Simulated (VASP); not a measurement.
# KCl (Fm-3m) in VASP: a series of runs

KCl is run at these levels: r2SCAN; tasks: single point, relaxation of cell and atoms.

Everything below comes from runs of VASP 6.6.1. Logs are shortened: lines on timing, memory, paths and dates and some standing lists are left out, and cuts for length are marked.

## (1) The cell of the first run

Symmetry: Fm-3m, No. 225, cubic system. Conventional cell: a = 6.289 Å, b = 6.289 Å, c = 6.289 Å, α = 90.00°, β = 90.00°, γ = 90.00°. K (site symmetry m-3m) has 6 Cl at 3.14 Å within 4.1 Å. Within 4.1 Å of Cl (site symmetry m-3m) lie 6 K at 3.14 Å.

## (2) Single point, r2SCAN

POSCAR reads:

```
KCl
1.0
    0.0000000000      3.1444922590      3.1444922590
    3.1444922590      0.0000000000      3.1444922590
    3.1444922590      3.1444922590      0.0000000000
K Cl
1 1
Direct
    0.0000000000      0.0000000000      0.0000000000
    0.5000000000      0.5000000000      0.5000000000
```

INCAR.step1 reads:

```
SYSTEM = KCl
  PREC = Accurate
  ENCUT = 520
  ISMEAR = 0
  SIGMA = 0.02
  LREAL = .FALSE.
  LASPH = .TRUE.
  NELM = 100
  NBANDS = 15
  GGA = PE
  ALGO = Normal
  EDIFF = 1E-4
  LWAVE = .TRUE.
  LCHARG = .FALSE.
```

INCAR.step2 reads:

```
SYSTEM = KCl
  PREC = Accurate
  ENCUT = 520
  EDIFF = 1E-6
  ISMEAR = 0
  SIGMA = 0.02
  LREAL = .FALSE.
  LASPH = .TRUE.
  NELM = 100
  ALGO = Normal
  ISIF = 2
  LWAVE = .FALSE.
  LCHARG = .FALSE.
  METAGGA = R2SCAN
  LMIXTAU = .TRUE.
  NBANDS = 15
  ISTART = 1
```

KPOINTS reads:

```
regular mesh
0
G
  6 6 6
  0 0 0
```

Potentials or basis: VASP PAW PBE potentials, release 64 (K_sv, Cl).

Started as:

```bash
$ cat potpaw_PBE.64/K_sv/POTCAR potpaw_PBE.64/Cl/POTCAR > POTCAR
$ cp INCAR.step1 INCAR
$ mpirun -np 1 vasp_std > vasp.out
$ cp INCAR.step2 INCAR
$ mpirun -np 1 vasp_std > vasp.out
```

OUTCAR:

```text
SYSTEM = KCl
   PREC = Accurate
   ENCUT = 520
   EDIFF = 1E-6
   ISMEAR = 0
   LREAL = .FALSE.
   LASPH = .TRUE.
   NELM = 100
   ISIF = 2
   METAGGA = R2SCAN
   ISTART = 1

 ion  position               nearest neighbor table
   1  0.000  0.000  0.000-   2 3.14   2 3.14   2 3.14   2 3.14   2 3.14   2 3.14
   2  0.500  0.500  0.500-   1 3.14   1 3.14   1 3.14   1 3.14   1 3.14   1 3.14

  LATTYP: Found a face centered cubic cell.
 ALAT       =     6.2889845180

  Lattice vectors:

 A1 = (   0.0000000000,   3.1444922590,   3.1444922590)
 A2 = (   3.1444922590,   0.0000000000,   3.1444922590)
 A3 = (   3.1444922590,   3.1444922590,   0.0000000000)

Analysis of symmetry for initial positions (statically):
=====================================================================
 Subroutine PRICEL returns:
 Original cell was already a primitive cell.

 Routine SETGRP: Setting up the symmetry group for a
 face centered cubic supercell.

 Subroutine GETGRP returns: Found 48 space group operations
 (whereof 48 operations were pure point group operations)
 out of a pool of 48 trial point group operations.

The static configuration has the point symmetry O_h .

Analysis of symmetry for dynamics (positions and initial velocities):
=====================================================================
 Subroutine PRICEL returns:
 Original cell was already a primitive cell.

 Routine SETGRP: Setting up the symmetry group for a
 face centered cubic supercell.

 Subroutine GETGRP returns: Found 48 space group operations
 (whereof 48 operations were pure point group operations)
 out of a pool of 48 trial point group operations.

The dynamic configuration has the point symmetry O_h .

 Subroutine INISYM returns: Found 48 space group operations
 (whereof 48 operations are pure point group operations),
 and found     1 'primitive' translations

----------------------------------------------------------------------------------------

                                     Primitive cell

  volume of cell :      62.1844

  direct lattice vectors                    reciprocal lattice vectors
     0.000000000  3.144492259  3.144492259    -0.159008183  0.159008183  0.159008183
     3.144492259  0.000000000  3.144492259     0.159008183 -0.159008183  0.159008183
     3.144492259  3.144492259  0.000000000     0.159008183  0.159008183 -0.159008183

  length of vectors
     4.446983599  4.446983599  4.446983599     0.275410251  0.275410251  0.275410251

  position of ions in fractional coordinates (direct lattice)
     0.000000000  0.000000000  0.000000000
     0.500000000  0.500000000  0.500000000

  ion indices of the primitive-cell ions
   primitive index   ion index
                 1           1
                 2           2

----------------------------------------------------------------------------------------

 KPOINTS: regular mesh

Automatic generation of k-mesh.
 Grid dimensions read from file:
 generate k-points for:    6    6    6

 Generating k-lattice:

  Cartesian coordinates                     Fractional coordinates (reciprocal lattice)
    -0.026501364  0.026501364  0.026501364     0.166666667  0.000000000  0.000000000
     0.026501364 -0.026501364  0.026501364     0.000000000  0.166666667  0.000000000
     0.026501364  0.026501364 -0.026501364     0.000000000  0.000000000  0.166666667

  Length of vectors
     0.045901709  0.045901709  0.045901709

  Shift w.r.t. Gamma in fractional coordinates (k-lattice)
     0.000000000  0.000000000  0.000000000

 Subroutine IBZKPT returns following result:
 ===========================================

 Found     16 irreducible k-points:

 Following reciprocal coordinates:
            Coordinates               Weight
  0.000000  0.000000  0.000000      1.000000
  0.166667  0.000000  0.000000      8.000000
  0.333333  0.000000  0.000000      8.000000
  0.500000  0.000000  0.000000      4.000000
  0.166667  0.166667  0.000000      6.000000
  0.333333  0.166667  0.000000     24.000000
[... 8 lines left out ...]
 -0.333333  0.333333  0.166667     24.000000
 -0.333333  0.500000  0.166667     12.000000
   k-points           NKPTS =     16   k-points in BZ     NKDIM =     16   number of bands    NBANDS=     15
   number of dos      NEDOS =    301   number of ions     NIONS =      2
   total plane-waves  NPLWV =  46656
   dimension x,y,z NGX =    36 NGY =   36 NGZ =   36
   dimension x,y,z NGXF=    72 NGYF=   72 NGZF=   72
   ions per type =               1   1
   NGX,Y,Z   is equivalent  to a cutoff of  13.46, 13.46, 13.46 a.u.
   NGXF,Y,Z  is equivalent  to a cutoff of  26.92, 26.92, 26.92 a.u.
 SYSTEM =  KCl
   PREC   = accura    normal or accurate (medium, high low for compatibility)
   ISTART =      1    job   : 0-new  1-cont  2-samecut
   ICHARG =      0    charge: 1-file 2-atom 10-const
   ISPIN  =      1    spin polarized calculation?
   LNONCOLLINEAR =      F non collinear calculations
   LSORBIT =      F    spin-orbit coupling
   LASPH  =      T    aspherical Exc in radial PAW
   ENCUT  =  520.0 eV  38.22 Ry    6.18 a.u.   8.27  8.27  8.27*2*pi/ulx,y,z
   NELM   =    100;   NELMIN=  2; NELMDL=  0     # of ELM steps
   EDIFF  = 0.1E-05   stopping-criterion for ELM
   LREAL  =      F    real-space projection
   EDIFFG = 0.1E-04   stopping-criterion for IOM
   NSW    =      0    number of steps for IOM
   IBRION =     -1    ionic relax: 0-MD 1-quasi-New 2-CG
   NFREE  =      0    steps in history (QN), initial steepest desc. (CG)
   ISIF   =      2    stress and relaxation
   ISYM   =      2    0-nonsym 1-usesym 2-fastsym
   POTIM  = 0.5000    time-step for ionic-motion
   TEBEG  =    0.0;   TEEND  =   0.0 temperature during run
   PSTRESS=    0.0 pullay stress
   NELECT =      16.0000    total number of electrons
   NUPDOWN=      -1.0000    fix difference up-down
   EMIN   =  10.00;   EMAX   =-10.00  energy-range for DOS
   EFERMI =   0.00;   METHOD = LEGACY
   ISMEAR =     0;   SIGMA  =   0.02  broadening in eV -4-tet -1-fermi 0-gaus
   EFERMI_NEDOS =   21; number of points for ismear=-14 and -15
   IALGO  =     38    algorithm
   IMIX   =      4    mixing-type and parameters
     AMIX     =   0.40;   BMIX     =  1.00
     AMIX_MAG =   1.60;   BMIX_MAG =  1.00
  volume/ion in A,a.u.               =      31.09       209.82
  Fermi-wavevector in a.u.,A,eV,Ry     =   1.041248  1.967674 14.751409  1.084198
  Thomas-Fermi vector in A             =   2.175860
   LORBIT       =      0    0 simple, 1 ext, 2 COOP (PROOUT), +10 PAW based schemes
   METAGGA = R2SCAN    functional components
   LHFCALC =     F    Hartree Fock is set to
   AEXX    =    0.0000 exact exchange contribution
   IVDW    =     0    specifies the selected vdW correction
   LEPSILON=     F    determine dielectric tensor
   LRPA    =     F    only Hartree local field effects (RPA)
 non-spin polarized calculation
 Gauss-broadening in eV      SIGMA  =   0.02
  energy-cutoff  :      520.00
  volume of cell :       62.18
 maximum number of plane-waves:      1687
 NGX is ok and might be reduce to    36
   NGX = 17   NGY = 17   NGZ = 17

 number of electron      16.0000001 magnetization

 Free energy of the ion-electron system (eV)
  ---------------------------------------------------
  ext. energy  EPLUGINS =         0.00000000
  ---------------------------------------------------
  free energy    TOTEN  =       -16.50646117 eV

  energy without entropy =      -16.50646117  energy(sigma->0) =      -16.50646117

 E-fermi :  -2.0738     XC(G=0):  -7.9619

 val. band max:       -2.2567393556   @ k =   0.0000   0.0000   0.0000
 cond. band min:       3.5796516486   @ k =   0.0000   0.0000   0.0000
 fundamental gap:      5.8363910042
 Fermi energy:        -2.0737801130

 k-point     1 :       0.0000    0.0000    0.0000
  band No.  band energies     occupation
      1     -30.5208      2.00000
      2     -14.9290      2.00000
      3     -13.2121      2.00000
      4     -13.2121      2.00000
      5     -13.2121      2.00000
      6      -2.2567      2.00000
      7      -2.2567      2.00000
      8      -2.2567      2.00000
      9       3.5797      0.00000
     10       6.7780      0.00000
     11       6.7780      0.00000
     12       6.7780      0.00000
     13       7.8221      0.00000
     14       7.8221      0.00000
     15      11.1213      0.00000

 k-point     2 :       0.1667    0.0000    0.0000
  band No.  band energies     occupation
      1     -30.5182      2.00000
      2     -14.9730      2.00000
      3     -13.2142      2.00000
      4     -13.2142      2.00000
      5     -13.1533      2.00000
      6      -2.5640      2.00000
      7      -2.3414      2.00000
      8      -2.3414      2.00000
      9       4.2152      0.00000
     10       6.5587      0.00000
     11       7.1379      0.00000
     12       7.1379      0.00000
     13       8.2079      0.00000
     14       8.2079      0.00000
     15      12.1509      0.00000

 k-point     3 :       0.3333    0.0000    0.0000
  band No.  band energies     occupation
      1     -30.5129      2.00000
      2     -15.0536      2.00000
      3     -13.2183      2.00000
      4     -13.2183      2.00000
      5     -13.0423      2.00000
      6      -3.0801      2.00000
      7      -2.5024      2.00000
      8      -2.5024      2.00000
      9       5.4133      0.00000
     10       6.6158      0.00000
     11       8.1194      0.00000
     12       8.1194      0.00000
     13       9.1830      0.00000
     14       9.1830      0.00000
     15      11.5115      0.00000

 k-point     4 :       0.5000    0.0000    0.0000
  band No.  band energies     occupation
      1     -30.5103      2.00000
      2     -15.0910      2.00000
      3     -13.2204      2.00000
      4     -13.2203      2.00000
      5     -12.9895      2.00000
      6      -3.3054      2.00000
      7      -2.5792      2.00000
      8      -2.5792      2.00000
      9       5.8814      0.00000
     10       6.9941      0.00000
     11       9.0719      0.00000
     12       9.0719      0.00000
     13       9.9296      0.00000
     14       9.9296      0.00000
     15      10.7305      0.00000
[... 163 lines left out ...]
 k-point    14 :       0.5000    0.3333    0.1667
  band No.  band energies     occupation
      1     -30.5096      2.00000
      2     -14.9750      2.00000
      3     -13.2724      2.00000
      4     -13.2461      2.00000
      5     -13.1151      2.00000
      6      -3.0096      2.00000
      7      -2.5708      2.00000
      8      -2.5615      2.00000
      9       5.8017      0.00000
     10       6.2503      0.00000
     11       8.4652      0.00000
     12       9.0696      0.00000
     13       9.2607      0.00000
     14       9.5930      0.00000
     15      10.4796      0.00000

 k-point    15 :      -0.3333    0.3333    0.1667
  band No.  band energies     occupation
      1     -30.5080      2.00000
      2     -14.9618      2.00000
      3     -13.2874      2.00000
      4     -13.2698      2.00000
      5     -13.1085      2.00000
      6      -2.9683      2.00000
      7      -2.6997      2.00000
      8      -2.6113      2.00000
      9       6.2565      0.00000
     10       6.5099      0.00000
     11       8.4176      0.00000
     12       8.6116      0.00000
     13       9.7566      0.00000
     14      10.4689      0.00000
     15      10.5396      0.00000

 k-point    16 :      -0.3333    0.5000    0.1667
  band No.  band energies     occupation
      1     -30.5072      2.00000
      2     -14.8925      2.00000
      3     -13.3306      2.00000
      4     -13.2881      2.00000
      5     -13.1639      2.00000
      6      -2.8382      2.00000
      7      -2.6766      2.00000
      8      -2.6201      2.00000
      9       5.5238      0.00000
     10       7.2627      0.00000
     11       7.7216      0.00000
     12       8.8266      0.00000
     13       9.5987      0.00000
     14      10.2791      0.00000
     15      10.8750      0.00000

------------------------ aborting loop because EDIFF is reached ----------------------------------------

  FORCE on cell =-STRESS in cart. coord.  units (eV):
  Direction    XX          YY          ZZ          XY          YZ          ZX
  --------------------------------------------------------------------------------------
  -------------------------------------------------------------------------------------
  Total        0.0036630      0.0036630      0.0036630      0.0000000      0.0000000     -0.0000000
  in kB        0.0943768      0.0943768      0.0943768      0.0000000      0.0000000     -0.0000000
  external PRESSURE =       0.0943768 kB  Pullay stress =       0.0000000 kB

 VOLUME and BASIS-vectors are now :
 -----------------------------------------------------------------------------
  energy-cutoff  :      520.00
  volume of cell :       62.18
      direct lattice vectors                 reciprocal lattice vectors
     0.000000000  3.144492259  3.144492259    -0.159008183  0.159008183  0.159008183
     3.144492259  0.000000000  3.144492259     0.159008183 -0.159008183  0.159008183
     3.144492259  3.144492259  0.000000000     0.159008183  0.159008183 -0.159008183

 POSITION                                       TOTAL-FORCE (eV/Angst)
 -----------------------------------------------------------------------------------
      0.00000      0.00000      0.00000        -0.000000      0.000000     -0.000000
      3.14449      3.14449      3.14449         0.000000     -0.000000      0.000000
 -----------------------------------------------------------------------------------
    total drift:                                0.000000      0.000000      0.000000

  FREE ENERGIE OF THE ION-ELECTRON SYSTEM (eV)
  ---------------------------------------------------
  free  energy   TOTEN  =       -16.5064611720 eV

  energy  without entropy=      -16.5064611720  energy(sigma->0) =      -16.50646117
```

Wall time 65 s (1 thread of Intel Xeon Platinum 8259CL at 2.50GHz (Skylake/Cascade Lake), shared host); peak memory 0.21 GiB.

What came out:

```
Free energy            : -16.5065 eV
Pressure               : 0.0 GPa
Band gap on the k mesh : 5.84 eV, direct
```

Caveat: the PAW data sets were made with another functional, which shifts forces and pressure a little. r2SCAN opens gaps a little over a GGA but as a rule still falls short of measured ones.

## (3) Relaxation of cell and atoms, r2SCAN

This run uses another cell than the first one, of 31.01 Å³/atom, 0.998 times its volume.

POSCAR reads:

```
KCl
1.0
    0.0000000000      3.1418713000      3.1418713000
    3.1418713000      0.0000000000      3.1418713000
    3.1418713000      3.1418713000      0.0000000000
K Cl
1 1
Direct
    0.0000000000      0.0000000000      0.0000000000
    0.5000000000      0.5000000000      0.5000000000
```

INCAR.step1 reads:

```
PREC = Accurate
ENCUT = 600
ISMEAR = 0
SIGMA = 0.02
LREAL = F
LASPH = T
NELM = 100
GGA = PE
ALGO = Normal
EDIFF = 1E-4
LWAVE = T
LCHARG = F
```

INCAR.step2 reads:

```
PREC = Accurate
ENCUT = 600
EDIFF = 1E-6
ISMEAR = 0
SIGMA = 0.02
LREAL = F
LASPH = T
NELM = 100
ALGO = Normal
ISIF = 3
LWAVE = F
LCHARG = F
METAGGA = R2SCAN
LMIXTAU = T
IBRION = 2
NSW = 100
EDIFFG = -0.005
ISTART = 1
```

KPOINTS reads:

```
Automatic mesh
0
Gamma
  6 6 6
```

Potentials or basis: VASP PAW PBE potentials, release 64 (K_sv, Cl).

Started as:

```bash
$ cat potpaw_PBE.64/K_sv/POTCAR potpaw_PBE.64/Cl/POTCAR > POTCAR
$ cp INCAR.step1 INCAR
$ mpirun -np 1 vasp_std > vasp.out
$ cp INCAR.step2 INCAR
$ mpirun -np 1 vasp_std > vasp.out
```

Run time: 2.1 min. Hardware: 1 thread of Intel Xeon Platinum 8259CL at 2.50GHz (Skylake/Cascade Lake), shared host; peak memory 0.23 GiB.

It converged, with:

| Property | Result |
| --- | --- |
| Free energy | -16.5077 eV |
| Relaxed volume | 31.14 Å³/atom |
| Relaxed cell | a = 4.449 Å, b = 4.449 Å, c = 4.449 Å, α = 60.00°, β = 60.00°, γ = 60.00° |
| Space group after relaxing (to 0.05 Å) | Fm-3m (No. 225) |
| Energy gained by relaxing | 0.1 meV/atom |
| Ionic steps | 3 |
| Pressure after relaxing | 0.0 GPa |
| Band gap on the k mesh | 5.83 eV, direct |

Step by step:
| step | energy change (eV) | largest force (eV/Å) | pressure (GPa) | volume (Å³) |
| --- | --- | --- | --- | --- |
| 1 | 0.0000 | 0.0000 | 0.10 | 62.03 |
| 2 | -0.0001 | 0.0000 | 0.04 | 62.21 |
| 3 | -0.0001 | 0.0000 | 0.02 | 62.28 |

Final structure:
```yaml
crystal:
  lattice:
    - [0.00000, 3.14610, 3.14610]
    - [3.14610, 0.00000, 3.14610]
    - [3.14610, 3.14610, 0.00000]
  atoms:
    - { symbol: K, position: [0.00000, 0.00000, 0.00000] }
    - { symbol: Cl, position: [0.50000, 0.50000, 0.50000] }
```

Levels at points of the mesh, in eV from the valence-band top:
| k point | band 4 | band 5 | band 6 | band 7 | band 8 | band 9 | band 10 | band 11 | band 12 |
| --- | --- | --- | --- | --- | --- | --- | --- | --- | --- |
| (0.00, 0.00, 0.00) | -10.96 | -10.96 | 0.00 | 0.00 | 0.00 | 5.83 | 9.03 | 9.03 | 9.03 |
| (0.50, 0.00, 0.00) | -10.97 | -10.74 | -1.05 | -0.32 | -0.32 | 8.13 | 9.24 | 11.32 | 11.32 |
| (0.50, 0.50, 0.00) | -11.01 | -11.01 | -0.67 | -0.23 | -0.23 | 7.03 | 9.22 | 10.70 | 11.11 |

Caveat: the PAW data sets were made with another functional, which shifts forces and pressure a little. r2SCAN opens gaps a little over a GGA but as a rule still falls short of measured ones.

(Continued in part 2 of 2.)
